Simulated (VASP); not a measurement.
# TlCl (Pm-3m) in VASP: a series of runs

Runs on TlCl. Level: PBE. Tasks: single point.

Everything below comes from runs of VASP 6.6.1. Logs are shortened: lines on timing, memory, paths and dates and some standing lists are left out, and cuts for length are marked.

**1. The cell of the first run**

The structure is cubic, space group Pm-3m (No. 221). The conventional cell has a = 3.794 Å, b = 3.794 Å, c = 3.794 Å, α = 90.00°, β = 90.00°, γ = 90.00°. Tl (site symmetry m-3m) has 8 Cl at 3.29 Å and 6 Tl at 3.79 Å within 4.3 Å. Within 4.3 Å of Cl (site symmetry m-3m) lie 8 Tl at 3.29 Å and 6 Cl at 3.79 Å.

**2. Single point, PBE**

The input, INCAR:

```
ALGO = Normal
EDIFF = 1E-6
ENCUT = 500
GGA = PE
GGA_COMPAT = F
ISIF = 2
ISMEAR = 0
LASPH = T
LCHARG = F
LREAL = F
LWAVE = F
NBANDS = 17
NELM = 120
PREC = Accurate
SIGMA = 0.01
```

The input, KPOINTS:

```
k-points
0
Gamma
  2 2 2
```

The input, POSCAR:

```
TlCl
1.0
    3.7936346963      0.0000000000      0.0000000000
    0.0000000000      3.7936346963      0.0000000000
    0.0000000000      0.0000000000      3.7936346963
Tl Cl
1 1
Direct
    0.0000000000      0.0000000000      0.0000000000
    0.5000000000      0.5000000000      0.5000000000
```

Potentials or basis: VASP PAW PBE potentials, release 64 (Tl_d, Cl).

On the command line:

```
> cat potpaw_PBE.64/Tl_d/POTCAR potpaw_PBE.64/Cl/POTCAR > POTCAR
> mpirun -np 1 vasp_std > vasp.out
```

OUTCAR:

```text
EDIFF = 1E-6
   ENCUT = 500
   GGA = PE
   ISIF = 2
   ISMEAR = 0
   LASPH = T
   LREAL = F
   NELM = 120
   PREC = Accurate

 ion  position               nearest neighbor table
   1  0.000  0.000  0.000-   2 3.29   2 3.29   2 3.29   2 3.29   2 3.29   2 3.29   2 3.29   2 3.29

   2  0.500  0.500  0.500-   1 3.29   1 3.29   1 3.29   1 3.29   1 3.29   1 3.29   1 3.29   1 3.29

  LATTYP: Found a simple cubic cell.
 ALAT       =     3.7936346963

  Lattice vectors:

 A1 = (   3.7936346963,   0.0000000000,   0.0000000000)
 A2 = (   0.0000000000,   3.7936346963,   0.0000000000)
 A3 = (   0.0000000000,   0.0000000000,   3.7936346963)

Analysis of symmetry for initial positions (statically):
=====================================================================
 Subroutine PRICEL returns:
 Original cell was already a primitive cell.

 Routine SETGRP: Setting up the symmetry group for a
 simple cubic supercell.

 Subroutine GETGRP returns: Found 48 space group operations
 (whereof 48 operations were pure point group operations)
 out of a pool of 48 trial point group operations.

The static configuration has the point symmetry O_h .

Analysis of symmetry for dynamics (positions and initial velocities):
=====================================================================
 Subroutine PRICEL returns:
 Original cell was already a primitive cell.

 Routine SETGRP: Setting up the symmetry group for a
 simple cubic supercell.

 Subroutine GETGRP returns: Found 48 space group operations
 (whereof 48 operations were pure point group operations)
 out of a pool of 48 trial point group operations.

The dynamic configuration has the point symmetry O_h .

 Subroutine INISYM returns: Found 48 space group operations
 (whereof 48 operations are pure point group operations),
 and found     1 'primitive' translations

----------------------------------------------------------------------------------------

                                     Primitive cell

  volume of cell :      54.5967

  direct lattice vectors                    reciprocal lattice vectors
     3.793634696  0.000000000  0.000000000     0.263599445  0.000000000  0.000000000
     0.000000000  3.793634696  0.000000000     0.000000000  0.263599445  0.000000000
     0.000000000  0.000000000  3.793634696     0.000000000  0.000000000  0.263599445

  length of vectors
     3.793634696  3.793634696  3.793634696     0.263599445  0.263599445  0.263599445

  position of ions in fractional coordinates (direct lattice)
     0.000000000  0.000000000  0.000000000
     0.500000000  0.500000000  0.500000000

  ion indices of the primitive-cell ions
   primitive index   ion index
                 1           1
                 2           2

----------------------------------------------------------------------------------------

 KPOINTS: k-points

Automatic generation of k-mesh.
 Grid dimensions read from file:
 generate k-points for:    2    2    2

 Generating k-lattice:

  Cartesian coordinates                     Fractional coordinates (reciprocal lattice)
     0.131799722  0.000000000  0.000000000     0.500000000  0.000000000  0.000000000
     0.000000000  0.131799722  0.000000000     0.000000000  0.500000000  0.000000000
     0.000000000  0.000000000  0.131799722     0.000000000  0.000000000  0.500000000

  Length of vectors
     0.131799722  0.131799722  0.131799722

  Shift w.r.t. Gamma in fractional coordinates (k-lattice)
     0.000000000  0.000000000  0.000000000

 Subroutine IBZKPT returns following result:
 ===========================================

 Found      4 irreducible k-points:

 Following reciprocal coordinates:
            Coordinates               Weight
  0.000000  0.000000  0.000000      1.000000
  0.500000  0.000000  0.000000      3.000000
  0.500000  0.500000  0.000000      3.000000
  0.500000  0.500000  0.500000      1.000000
   k-points           NKPTS =      4   k-points in BZ     NKDIM =      4   number of bands    NBANDS=     17
   number of dos      NEDOS =    301   number of ions     NIONS =      2
   total plane-waves  NPLWV =  21952
   dimension x,y,z NGX =    28 NGY =   28 NGZ =   28
   dimension x,y,z NGXF=    56 NGYF=   56 NGZF=   56
   ions per type =               1   1
   NGX,Y,Z   is equivalent  to a cutoff of  12.27, 12.27, 12.27 a.u.
   NGXF,Y,Z  is equivalent  to a cutoff of  24.54, 24.54, 24.54 a.u.
 SYSTEM =  unknown system
   PREC   = accura    normal or accurate (medium, high low for compatibility)
   ISTART =      0    job   : 0-new  1-cont  2-samecut
   ICHARG =      2    charge: 1-file 2-atom 10-const
   ISPIN  =      1    spin polarized calculation?
   LNONCOLLINEAR =      F non collinear calculations
   LSORBIT =      F    spin-orbit coupling
   LASPH  =      T    aspherical Exc in radial PAW
   ENCUT  =  500.0 eV  36.75 Ry    6.06 a.u.   6.92  6.92  6.92*2*pi/ulx,y,z
   NELM   =    120;   NELMIN=  2; NELMDL= -5     # of ELM steps
   EDIFF  = 0.1E-05   stopping-criterion for ELM
   LREAL  =      F    real-space projection
[... 7 lines left out ...]
   TEBEG  =    0.0;   TEEND  =   0.0 temperature during run
   PSTRESS=    0.0 pullay stress
   NELECT =      20.0000    total number of electrons
   NUPDOWN=      -1.0000    fix difference up-down
   EMIN   =  10.00;   EMAX   =-10.00  energy-range for DOS
   EFERMI =   0.00;   METHOD = LEGACY
   ISMEAR =     0;   SIGMA  =   0.01  broadening in eV -4-tet -1-fermi 0-gaus
   EFERMI_NEDOS =   21; number of points for ismear=-14 and -15
   IALGO  =     38    algorithm
   IMIX   =      4    mixing-type and parameters
     AMIX     =   0.40;   BMIX     =  1.00
     AMIX_MAG =   1.60;   BMIX_MAG =  1.00
  volume/ion in A,a.u.               =      27.30       184.22
  Fermi-wavevector in a.u.,A,eV,Ry     =   1.171375  2.213578 18.668821  1.372120
  Thomas-Fermi vector in A             =   2.307820
   LORBIT       =      0    0 simple, 1 ext, 2 COOP (PROOUT), +10 PAW based schemes
   GGA     = PE    functional components
   LHFCALC =     F    Hartree Fock is set to
   AEXX    =    0.0000 exact exchange contribution
   IVDW    =     0    specifies the selected vdW correction
   LEPSILON=     F    determine dielectric tensor
   LRPA    =     F    only Hartree local field effects (RPA)
 non-spin polarized calculation
 Gauss-broadening in eV      SIGMA  =   0.01
  energy-cutoff  :      500.00
  volume of cell :       54.60
 maximum number of plane-waves:      1406
 NGX is ok and might be reduce to    28
   NGX = 13   NGY = 13   NGZ = 13

 number of electron      20.0000001 magnetization

 Free energy of the ion-electron system (eV)
  ---------------------------------------------------
  ext. energy  EPLUGINS =         0.00000000
  ---------------------------------------------------
  free energy    TOTEN  =        -5.56317448 eV

  energy without entropy =       -5.56317448  energy(sigma->0) =       -5.56317448

 E-fermi :   3.2803     XC(G=0):  -9.2389

 val. band max:        3.2303836600   @ k =   0.5000   0.0000   0.0000
 cond. band min:       5.1285030896   @ k =   0.5000   0.0000   0.0000
 fundamental gap:      1.8981194297
 Fermi energy:         3.2803319848

 k-point     1 :       0.0000    0.0000    0.0000
  band No.  band energies     occupation
      1     -10.6741      2.00000
      2      -6.9268      2.00000
      3      -6.9268      2.00000
      4      -6.6563      2.00000
      5      -6.6563      2.00000
      6      -6.6563      2.00000
      7      -1.5365      2.00000
      8       1.5947      2.00000
      9       1.5947      2.00000
     10       1.5947      2.00000
     11      10.9244      0.00000
     12      10.9244      0.00000
     13      11.0520      0.00000
     14      11.0520      0.00000
     15      11.0520      0.00000
     16      16.0270      0.00000
     17      17.4070      0.00000

 k-point     2 :       0.5000    0.0000    0.0000
  band No.  band energies     occupation
      1     -10.3828      2.00000
      2      -6.9105      2.00000
      3      -6.7464      2.00000
      4      -6.7464      2.00000
      5      -6.7462      2.00000
      6      -6.6480      2.00000
      7      -2.5213      2.00000
      8       2.0752      2.00000
      9       2.0752      2.00000
     10       3.2304      2.00000
     11       5.1285      0.00000
     12       9.6666      0.00000
     13       9.6666      0.00000
     14      11.8419      0.00000
     15      14.7287      0.00000
     16      17.3155      0.00000
     17      17.3332      0.00000

 k-point     3 :       0.5000    0.5000    0.0000
  band No.  band energies     occupation
      1     -10.2695      2.00000
      2      -6.8218      2.00000
      3      -6.7214      2.00000
      4      -6.7214      2.00000
      5      -6.6702      2.00000
      6      -6.5843      2.00000
      7      -0.3510      2.00000
      8       0.0178      2.00000
      9       0.0178      2.00000
     10       2.1167      2.00000
     11       8.0728      0.00000
     12       8.0728      0.00000
     13      11.6034      0.00000
     14      11.6705      0.00000
     15      14.5898      0.00000
     16      14.5898      0.00000
     17      14.8622      0.00000

 k-point     4 :       0.5000    0.5000    0.5000
  band No.  band energies     occupation
      1     -10.0433      2.00000
      2      -6.8600      2.00000
      3      -6.8600      2.00000
      4      -6.8600      2.00000
      5      -6.5798      2.00000
      6      -6.5798      2.00000
      7       0.9311      2.00000
      8       1.0909      2.00000
      9       1.0909      2.00000
     10       1.0909      2.00000
     11       5.5169      0.00000
     12       5.5169      0.00000
     13       5.5169      0.00000
     14      16.2395      0.00000
     15      16.2395      0.00000
     16      16.2395      0.00000
     17      20.3014      0.00000

------------------------ aborting loop because EDIFF is reached ----------------------------------------

  FORCE on cell =-STRESS in cart. coord.  units (eV):
  Direction    XX          YY          ZZ          XY          YZ          ZX
  --------------------------------------------------------------------------------------
  -------------------------------------------------------------------------------------
  Total        1.9531586      1.9531586      1.9531586      0.0000000      0.0000000     -0.0000000
  in kB       57.3167516     57.3167516     57.3167516      0.0000000      0.0000000     -0.0000000
  external PRESSURE =      57.3167516 kB  Pullay stress =       0.0000000 kB

 VOLUME and BASIS-vectors are now :
 -----------------------------------------------------------------------------
  energy-cutoff  :      500.00
  volume of cell :       54.60
      direct lattice vectors                 reciprocal lattice vectors
     3.793634696  0.000000000  0.000000000     0.263599445  0.000000000  0.000000000
     0.000000000  3.793634696  0.000000000     0.000000000  0.263599445  0.000000000
     0.000000000  0.000000000  3.793634696     0.000000000  0.000000000  0.263599445

 POSITION                                       TOTAL-FORCE (eV/Angst)
 -----------------------------------------------------------------------------------
      0.00000      0.00000      0.00000         0.000000      0.000000      0.000000
      1.89682      1.89682      1.89682         0.000000      0.000000      0.000000
 -----------------------------------------------------------------------------------
    total drift:                               -0.000000      0.000000      0.000000

  FREE ENERGIE OF THE ION-ELECTRON SYSTEM (eV)
  ---------------------------------------------------
  free  energy   TOTEN  =        -5.5631744839 eV

  energy  without entropy=       -5.5631744839  energy(sigma->0) =       -5.56317448
```

It took 2.5 s on 1 thread of Intel Xeon 6975P-C (Granite Rapids), shared host; peak memory 0.15 GiB.

Results:

```
Free energy            : -5.5632 eV
Pressure               : 5.7 GPa
Band gap on the k mesh : 1.90 eV, direct
```

Caveat: the k points lie up to 0.83 Å⁻¹ apart; spin-orbit coupling is left out, which moves the levels of the heavy elements.

**3. Single point, PBE**

The input, INCAR:

```
SYSTEM = TlCl
PREC = Accurate ; ENCUT = 500
EDIFF = 1E-6 ; ISMEAR = 0
SIGMA = 0.01 ; LREAL = .False.
LASPH = .True. ; NELM = 120
ALGO = Normal ; ISIF = 2
LWAVE = .False. ; LCHARG = .False.
GGA = PE ; NBANDS = 17
GGA_COMPAT = .False.
```

The input, KPOINTS:

```
Automatic mesh
0
Gamma
  2 2 2
  0 0 0
```

POSCAR is that of step 2.

Potentials or basis: VASP PAW PBE potentials, release 64 (Tl_d, Cl).

On the command line:

```
> cat potpaw_PBE.64/Tl_d/POTCAR potpaw_PBE.64/Cl/POTCAR > POTCAR
> mpirun -np 1 vasp_std > vasp.out
```

OUTCAR:

```text
SYSTEM = TlCl
   PREC = Accurate
   ENCUT = 500
   EDIFF = 1E-6
   ISMEAR = 0
   LREAL = .False.
   LASPH = .True.
   NELM = 120
   ISIF = 2
   GGA = PE

 ion  position               nearest neighbor table
   1  0.000  0.000  0.000-   2 3.29   2 3.29   2 3.29   2 3.29   2 3.29   2 3.29   2 3.29   2 3.29

   2  0.500  0.500  0.500-   1 3.29   1 3.29   1 3.29   1 3.29   1 3.29   1 3.29   1 3.29   1 3.29

  LATTYP: Found a simple cubic cell.
 ALAT       =     3.7936346963

  Lattice vectors:

 A1 = (   3.7936346963,   0.0000000000,   0.0000000000)
 A2 = (   0.0000000000,   3.7936346963,   0.0000000000)
 A3 = (   0.0000000000,   0.0000000000,   3.7936346963)

Analysis of symmetry for initial positions (statically):
=====================================================================
 Subroutine PRICEL returns:
 Original cell was already a primitive cell.

 Routine SETGRP: Setting up the symmetry group for a
 simple cubic supercell.

 Subroutine GETGRP returns: Found 48 space group operations
 (whereof 48 operations were pure point group operations)
 out of a pool of 48 trial point group operations.

The static configuration has the point symmetry O_h .

Analysis of symmetry for dynamics (positions and initial velocities):
[... 138 lines left out ...]

 E-fermi :   3.2803     XC(G=0):  -9.2389

 val. band max:        3.2303836600   @ k =   0.5000   0.0000   0.0000
 cond. band min:       5.1285030896   @ k =   0.5000   0.0000   0.0000
 fundamental gap:      1.8981194297
 Fermi energy:         3.2803319848

 k-point     1 :       0.0000    0.0000    0.0000
  band No.  band energies     occupation
      1     -10.6741      2.00000
      2      -6.9268      2.00000
      3      -6.9268      2.00000
      4      -6.6563      2.00000
      5      -6.6563      2.00000
      6      -6.6563      2.00000
[... 57 lines left out ...]
      4      -6.8600      2.00000
      5      -6.5798      2.00000
      6      -6.5798      2.00000
[... 9 lines left out ...]
     16      16.2395      0.00000
     17      20.3014      0.00000

------------------------ aborting loop because EDIFF is reached ----------------------------------------

  FORCE on cell =-STRESS in cart. coord.  units (eV):
  Direction    XX          YY          ZZ          XY          YZ          ZX
  --------------------------------------------------------------------------------------
  -------------------------------------------------------------------------------------
  Total        1.9531586      1.9531586      1.9531586      0.0000000      0.0000000     -0.0000000
  in kB       57.3167516     57.3167516     57.3167516      0.0000000      0.0000000     -0.0000000
  external PRESSURE =      57.3167516 kB  Pullay stress =       0.0000000 kB

 VOLUME and BASIS-vectors are now :
 -----------------------------------------------------------------------------
  energy-cutoff  :      500.00
  volume of cell :       54.60
      direct lattice vectors                 reciprocal lattice vectors
     3.793634696  0.000000000  0.000000000     0.263599445  0.000000000  0.000000000
     0.000000000  3.793634696  0.000000000     0.000000000  0.263599445  0.000000000
     0.000000000  0.000000000  3.793634696     0.000000000  0.000000000  0.263599445

 POSITION                                       TOTAL-FORCE (eV/Angst)
 -----------------------------------------------------------------------------------
      0.00000      0.00000      0.00000         0.000000      0.000000      0.000000
      1.89682      1.89682      1.89682         0.000000      0.000000      0.000000
 -----------------------------------------------------------------------------------
    total drift:                               -0.000000      0.000000      0.000000

  FREE ENERGIE OF THE ION-ELECTRON SYSTEM (eV)
  ---------------------------------------------------
  free  energy   TOTEN  =        -5.5631744839 eV

  energy  without entropy=       -5.5631744839  energy(sigma->0) =       -5.56317448
```

stdout:

```text
POSCAR found type information on POSCAR TlCl
 POSCAR found :  2 types and       2 ions
 scaLAPACK will be used
 LDA part: xc-table for (Slater+PW92), standard interpolation
 POSCAR, INCAR and KPOINTS ok, starting setup
 FFT: planning ... GRIDC
 FFT: planning ... GRID_SOFT
 FFT: planning ... GRID
 WAVECAR not read
 entering main loop
```

It took 2.6 s on 1 thread of Intel Xeon 6975P-C (Granite Rapids), shared host; peak memory 0.14 GiB.

What came out:

```
Free energy            : -5.5632 eV
Pressure               : 5.7 GPa
Band gap on the k mesh : 1.90 eV, direct
```

Caveat: the k points lie up to 0.83 Å⁻¹ apart; spin-orbit coupling is left out, which moves the levels of the heavy elements. A hybrid or GW would open this gap; PBE tends to underestimate it.

**4. Single point, PBE**

The input, INCAR:

```
SYSTEM = TlCl
  PREC = Accurate
  ENCUT = 500
  EDIFF = 1E-6
  ISMEAR = 0
  SIGMA = 0.01
  LREAL = .False.
  LASPH = .True.
  NELM = 120
  ALGO = Normal
  ISIF = 2
  LWAVE = .False.
  LCHARG = .False.
  GGA = PE
  NBANDS = 17
  GGA_COMPAT = .False.
```

The input, KPOINTS:

```
regular mesh
0
Gamma
  4 4 4
  0 0 0
```

POSCAR is that of step 3.

On the command line:

```
> cat potpaw_PBE.64/Tl_d/POTCAR potpaw_PBE.64/Cl/POTCAR > POTCAR
> mpirun -np 1 vasp_std > vasp.out
```

It took 3.9 s on 1 thread of Intel Xeon 6975P-C (Granite Rapids), shared host; peak memory 0.15 GiB.

It converged, with:

```
Free energy            : -5.9769 eV
Pressure               : 2.3 GPa
Band gap on the k mesh : 1.99 eV, direct
```

Levels at points of the mesh, in eV from the valence-band top:
```
           k point  band 6  band 7  band 8  band 9  band 10  band 11  band 12  band 13  band 14  band 15
(0.00, 0.00, 0.00)   -9.75   -4.65   -1.68   -1.68    -1.68     7.75     7.75     7.93     7.93     7.93
(0.50, 0.00, 0.00)   -9.74   -5.65   -1.22   -1.22     0.00     1.99     6.56     6.56     8.66    11.60
(0.50, 0.50, 0.00)   -9.68   -3.43   -3.22   -3.22    -1.18     4.91     4.91     8.42     8.60    11.42
(0.50, 0.50, 0.50)   -9.67   -2.18   -2.18   -2.18    -2.14     2.41     2.41     2.41    13.02    13.02
```

Caveat: spin-orbit coupling is left out, which moves the levels of the heavy elements.
